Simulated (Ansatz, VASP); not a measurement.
# N: VASP beside Ansatz

INCAR

```
ALGO = Normal ; EDIFF = 1E-7
ENCUT = 520 ; GGA = CA
ISIF = 2 ; ISMEAR = 0
ISPIN = 2 ; LASPH = True
LCHARG = False ; LORBIT = 11
LREAL = False ; LWAVE = False
MAGMOM = 3.18 3.18 ; NBANDS = 16
NELM = 150 ; PREC = Accurate
SIGMA = 0.05
```

Contents of KPOINTS:

```
k-points
0
Gamma
  12 12 6
```

The input POSCAR:

```
N
1.0
    3.3251102385      0.0000000000      0.0000000000
   -1.6625551192      2.8796299369      0.0000000000
    0.0000000000      0.0000000000      7.0158053244
N
2
Direct
    0.3333333333      0.6666666667      0.2500000000
    0.6666666667      0.3333333333      0.7500000000
```

Input for Ansatz:

```yaml
crystal:
  lattice:
    - [3.3251102385, 0.0, 0.0]
    - [-1.6625551192, 2.8796299369, 0.0]
    - [0.0, 0.0, 7.0158053244]
  atoms:
    - { symbol: "N", position: [0.3333333333, 0.6666666667, 0.25], spin: 3.18 }
    - { symbol: "N", position: [0.6666666667, 0.3333333333, 0.75], spin: 3.18 }
basis:
  ecutwfc: 420
kpoints:
  mp_grid: { grid: [12, 12, 6] }
hamiltonian:
  xc: lda
scf:
  occupations: { method: gaussian, width: 0.05 }
output:
  forces: true
  stress: true
  eigenvalues: true
  populations: true
magnetization:
  spin_polarized: true
```

Alike in both runs: task single point; functional LDA; k mesh 12 × 12 × 6; occupations gaussian, width 0.05 eV; collinear spin.

```csv
,VASP,Ansatz
version,VASP 6.6.1,Ansatz 0.2.0
potentials or method,"VASP PAW LDA potentials, release 64 (N), cutoff 520 eV","scalar-relativistic, plane waves, PAW"
valence electrons in the cell,10,10
```

```csv
,VASP,Ansatz,Ansatz less VASP
gap on the k mesh at the Fermi level (eV),1.84,1.97,+0.129
least direct gap on the mesh (eV),1.85,1.97,+0.127
pressure (GPa),-0.2,-0.1,+0.07
"traceless stress, the component that is largest in VASP (GPa)",-0.29,-0.28,+0.008
net moment per atom (μB),3.00,3.00,0.000
size of the moment on the site where the two differ most (μB),1.93,2.84,+0.914
```

LDA's correlation is that of Perdew and Zunger in VASP and of Perdew and Wang (1992) in Ansatz. Site moments also hang on the region over which each program counts them.
